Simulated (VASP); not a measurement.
# Al (Im-3m) in VASP: further runs, part 2 of 2

VASP 6.6.1. The steps go on from the part before.

### Step 5. Single point, HSE06

This run uses another cell than the first one, of 16.12 Å³/atom.

POSCAR reads:

```
Al
1.0
   -1.5912186900      1.5912186900      1.5912186900
    1.5912186900     -1.5912186900      1.5912186900
    1.5912186900      1.5912186900     -1.5912186900
Al
1
Direct
    0.0000000000      0.0000000000      0.0000000000
```

INCAR.step1 reads:

```
  PREC = Accurate
  ENCUT = 520
  EDIFF = 1E-5
  ISMEAR = -1
  SIGMA = 0.05
  LREAL = False
  LASPH = True
  NELM = 100
  ALGO = Normal
  ISIF = 2
  LWAVE = True
  LCHARG = False
  NBANDS = 8
  GGA = PE
```

INCAR.step2 reads:

```
  PREC = Accurate
  ENCUT = 520
  EDIFF = 1E-6
  ISMEAR = -1
  SIGMA = 0.05
  LREAL = False
  LASPH = True
  NELM = 100
  ALGO = Normal
  ISIF = 2
  LWAVE = False
  LCHARG = False
  GGA = PE
  LHFCALC = True
  HFSCREEN = 0.2079
  PRECFOCK = Normal
  NBANDS = 8
  ISTART = 1
```

KPOINTS reads:

```
Automatic mesh
0
Gamma
  6 6 6
```

Potentials or basis: VASP PAW PBE potentials, release 64 (Al).

On the command line:

```console
cat potpaw_PBE.64/Al/POTCAR > POTCAR
cp INCAR.step1 INCAR
mpirun -np 1 vasp_std > vasp.out
cp INCAR.step2 INCAR
mpirun -np 1 vasp_std > vasp.out
```

OUTCAR:

```text
PREC = Accurate
   ENCUT = 520
   EDIFF = 1E-6
   ISMEAR = -1
   LREAL = False
   LASPH = True
   NELM = 100
   ISIF = 2
   GGA = PE
   LHFCALC = True
   HFSCREEN = 0.2079
   PRECFOCK = Normal
   ISTART = 1

 ion  position               nearest neighbor table
   1  0.000  0.000  0.000-

  LATTYP: Found a body centered cubic cell.
 ALAT       =     3.1824373800

  Lattice vectors:

 A1 = (  -1.5912186900,   1.5912186900,   1.5912186900)
 A2 = (   1.5912186900,  -1.5912186900,   1.5912186900)
 A3 = (   1.5912186900,   1.5912186900,  -1.5912186900)

Analysis of symmetry for initial positions (statically):
=====================================================================
 Subroutine PRICEL returns:
 Original cell was already a primitive cell.

 Routine SETGRP: Setting up the symmetry group for a
 body centered cubic supercell.

 Subroutine GETGRP returns: Found 48 space group operations
 (whereof 48 operations were pure point group operations)
 out of a pool of 48 trial point group operations.

The static configuration has the point symmetry O_h .

Analysis of symmetry for dynamics (positions and initial velocities):
=====================================================================
 Subroutine PRICEL returns:
 Original cell was already a primitive cell.

 Routine SETGRP: Setting up the symmetry group for a
 body centered cubic supercell.

 Subroutine GETGRP returns: Found 48 space group operations
 (whereof 48 operations were pure point group operations)
 out of a pool of 48 trial point group operations.

The dynamic configuration has the point symmetry O_h .

 Subroutine INISYM returns: Found 48 space group operations
 (whereof 48 operations are pure point group operations),
 and found     1 'primitive' translations

[... 106 lines left out ...]
  Thomas-Fermi vector in A             =   2.061595
   LORBIT       =      0    0 simple, 1 ext, 2 COOP (PROOUT), +10 PAW based schemes
   GGA     = PE    functional components
   LHFCALC =     T    Hartree Fock is set to
   PRECFOCK=normal    Normal, Fast or Accurate (Low or Medium for compatibility)
   ENCUT4O =  -1.0   cutoff for four orbital integrals eV
   NKREDX  =     1    reduce k-point grid by
   NKREDY  =     1    reduce k-point grid by
   NKREDZ  =     1    reduce k-point grid by
   AEXX    =    0.2500 exact exchange contribution
   HFSCREEN=    0.2079 screening length (either q_TF or 0.3 A-1)
   HFSCREENC=   0.2079 screening length for correlation (either q_TF or 0.3 A-1)
   ENCUTFOCK=  -1.0 apply spherical cutoff to Coloumb kernel
   IVDW    =     0    specifies the selected vdW correction
   LEPSILON=     F    determine dielectric tensor
   LRPA    =     F    only Hartree local field effects (RPA)
 non-spin polarized calculation
  energy-cutoff  :      520.00
  volume of cell :       16.12
 maximum number of plane-waves:       466
  NGX = 16; NGY = 16; NGZ = 16

 number of electron       3.0000000 magnetization

 Free energy of the ion-electron system (eV)
  ---------------------------------------------------
  ext. energy  EPLUGINS =         0.00000000
  ---------------------------------------------------
  free energy    TOTEN  =        -4.04874238 eV

  energy without entropy =       -4.04455604  energy(sigma->0) =       -4.04664921

 E-fermi :   8.3001     XC(G=0):  -8.4810

 val. band max:        7.3265027579   @ k =   0.5000   0.5000   0.3333
 cond. band min:       8.3974270008   @ k =  -0.3333   0.5000   0.1667
 fundamental gap:      1.0709242429
 Fermi energy:         8.3001314899

 k-point     1 :       0.0000    0.0000    0.0000
  band No.  band energies     occupation
      1      -4.6347      2.00000
      2      22.8139      0.00000
      3      22.8139      0.00000
      4      22.8139      0.00000
      5      24.4808      0.00000
      6      24.4808      0.00000
      7      24.4808      0.00000
      8      25.8807      0.00000
[... 155 lines left out ...]
 k-point    16 :       0.5000    0.5000    0.5000
  band No.  band energies     occupation
      1      11.8255      0.00000
      2      11.8255      0.00000
      3      11.8255      0.00000
      4      12.8417      0.00000
      5      12.8417      0.00000
      6      15.7924      0.00000
      7      35.7050      0.00000
      8      35.7050      0.00000

------------------------ aborting loop because EDIFF is reached ----------------------------------------

  FORCE on cell =-STRESS in cart. coord.  units (eV):
  Direction    XX          YY          ZZ          XY          YZ          ZX
  --------------------------------------------------------------------------------------
  -------------------------------------------------------------------------------------
  Total        0.3625943      0.3625943      0.3625943     -0.0000000      0.0000000     -0.0000000
  in kB       36.0480693     36.0480693     36.0480693     -0.0000000      0.0000000     -0.0000000
  external PRESSURE =      36.0480693 kB  Pullay stress =       0.0000000 kB

 VOLUME and BASIS-vectors are now :
 -----------------------------------------------------------------------------
  energy-cutoff  :      520.00
  volume of cell :       16.12
      direct lattice vectors                 reciprocal lattice vectors
    -1.591218690  1.591218690  1.591218690     0.000000000  0.314224565  0.314224565
     1.591218690 -1.591218690  1.591218690     0.314224565  0.000000000  0.314224565
     1.591218690  1.591218690 -1.591218690     0.314224565  0.314224565  0.000000000

 POSITION                                       TOTAL-FORCE (eV/Angst)
 -----------------------------------------------------------------------------------
      0.00000      0.00000      0.00000        -0.000000      0.000000      0.000000
 -----------------------------------------------------------------------------------
    total drift:                                0.000000     -0.000000     -0.000000

  FREE ENERGIE OF THE ION-ELECTRON SYSTEM (eV)
  ---------------------------------------------------
  free  energy   TOTEN  =        -4.0487423771 eV

  energy  without entropy=       -4.0445560397  energy(sigma->0) =       -4.04664921
```

OUTCAR.step1:

```text
PREC = Accurate
   ENCUT = 520
   EDIFF = 1E-5
   ISMEAR = -1
   LREAL = False
[... 380 lines left out ...]

 POSITION                                       TOTAL-FORCE (eV/Angst)
 -----------------------------------------------------------------------------------
      0.00000      0.00000      0.00000        -0.000000      0.000000     -0.000000
 -----------------------------------------------------------------------------------
    total drift:                                0.000000     -0.000000      0.000000

  FREE ENERGIE OF THE ION-ELECTRON SYSTEM (eV)
  ---------------------------------------------------
  free  energy   TOTEN  =        -3.6967041097 eV

  energy  without entropy=       -3.6925177529  energy(sigma->0) =       -3.69461093
```

OSZICAR.step1:

```text
N       E                     dE             d eps       ncg     rms          rms(c)
DAV:   1    -0.242921092016E+01   -0.24292E+01   -0.97411E+02   256   0.218E+02
DAV:   2    -0.371594423127E+01   -0.12867E+01   -0.12867E+01   368   0.192E+01
DAV:   3    -0.372068743806E+01   -0.47432E-02   -0.47432E-02   328   0.125E+00
DAV:   4    -0.372070042312E+01   -0.12985E-04   -0.12985E-04   360   0.643E-02
DAV:   5    -0.372070044495E+01   -0.21828E-07   -0.21874E-07   328   0.211E-03    0.127E+00
DAV:   6    -0.370656396730E+01    0.14136E-01   -0.17488E-03   280   0.189E-01    0.732E-01
DAV:   7    -0.369670961997E+01    0.98543E-02   -0.52359E-03   280   0.307E-01    0.144E-01
DAV:   8    -0.369670410969E+01    0.55103E-05   -0.19012E-05   304   0.298E-02
   1 F= -.36967041E+01 E0= -.36946109E+01  d E =-.418636E-02
```

It took 2.1 min on 1 thread of AMD EPYC 7R13, shared host; peak memory 0.19 GiB.

Results:

- Free energy: -4.0487 eV
- Pressure: 3.6 GPa
- Band gap on the k mesh: zero (an odd number of electrons rules out a gap without spin polarisation)

Caveat: the k points lie up to 0.47 Å⁻¹ apart, too coarse for converged energies and pressures of a metal; the PAW data sets were made with another functional, which shifts forces and pressure a little.

### Step 6. Single point, PBE-based screened hybrid with 25 % exact exchange

This run uses another cell than the first one, of 16.12 Å³/atom.

POSCAR is that of step 5.

INCAR.step1 reads:

```
SYSTEM = Al
  PREC = Accurate
  ENCUT = 520
  EDIFF = 1E-5
  ISMEAR = -1
  SIGMA = 0.05
  LREAL = .False.
  LASPH = .True.
  NELM = 60
  ALGO = Normal
  ISIF = 2
  LWAVE = .True.
  GGA = PE
  NBANDS = 8
```

INCAR.step2 reads:

```
SYSTEM = Al
  PREC = Accurate
  ENCUT = 520
  EDIFF = 1E-6
  ISMEAR = -1
  SIGMA = 0.05
  LREAL = .False.
  LASPH = .True.
  NELM = 60
  ALGO = Normal
  ISIF = 2
  LWAVE = .False.
  LCHARG = .True.
  GGA = PE
  LHFCALC = .True.
  AEXX = 0.25
  HFSCREEN = 0.3
  PRECFOCK = Normal
  LELF = .True.
  LVHAR = .True.
  ISTART = 1
  NBANDS = 8
```

KPOINTS reads:

```
regular mesh
0
Gamma
  6 6 6
  0 0 0
```

Potentials or basis: VASP PAW PBE potentials, release 64 (Al).

On the command line:

```console
cat potpaw_PBE.64/Al/POTCAR > POTCAR
cp INCAR.step1 INCAR
mpirun -np 1 vasp_std > vasp.out
cp INCAR.step2 INCAR
mpirun -np 1 vasp_std > vasp.out
```

It took 2.1 min on 1 thread of AMD EPYC 7R13, shared host; peak memory 0.19 GiB.

The run converged. Its results:

```
Free energy            : -3.9627 eV
Pressure               : 3.7 GPa
Band gap on the k mesh : zero (an odd number of electrons rules out a gap without spin polarisation)
```

Levels at points of the mesh, in eV from the Fermi level:
| k point | band 1 | band 2 | band 3 | band 4 | band 5 | band 6 |
| --- | --- | --- | --- | --- | --- | --- |
| (0.00, 0.00, 0.00) | -12.71 | 14.36 | 14.36 | 14.36 | 16.03 | 16.03 |
| (0.50, 0.00, 0.00) | -4.96 | -4.34 | 9.00 | 9.01 | 10.81 | 12.41 |
| (0.50, 0.50, 0.50) | 3.38 | 3.38 | 3.38 | 4.40 | 4.40 | 7.34 |

Caveat: the k points lie up to 0.47 Å⁻¹ apart, too coarse for converged energies and pressures of a metal; the PAW data sets were made with another functional, which shifts forces and pressure a little.

### Step 7. The runs side by side

```tsv
level	cell	k mesh	screening parameter	gap on the mesh (eV)	pressure (GPa)
HSE06	a = 2.810 Å, angles 109.5°, 1 atom	8 × 8 × 8	0.2079 1/Å	none	-0.8
PBE0	a = 2.756 Å, angles 109.5°, 1 atom	6 × 6 × 6	-	none	3.2
PBEsol-based global hybrid with 25 % exact exchange	a = 2.756 Å, angles 109.5°, 1 atom	6 × 6 × 6	-	none	2.3
HSE06	a = 2.756 Å, angles 109.5°, 1 atom	6 × 6 × 6	0.2079 1/Å	none	3.6
PBE-based screened hybrid with 25 % exact exchange	a = 2.756 Å, angles 109.5°, 1 atom	6 × 6 × 6	0.3 1/Å	none	3.7
```

Alike in all rows: task single point; potentials or basis VASP PAW PBE potentials, release 64 (Al); no spin polarisation; cutoff (eV) 520; smearing fermi-dirac 0.05 eV.

Caveats: some runs use coarse meshes; the PAW data sets were made with another functional, which shifts forces and pressure a little.

Absolute energies hang on the potentials; compare differences alone.

The gap in the log of VASP goes by the Fermi energy; the results here count the filled bands.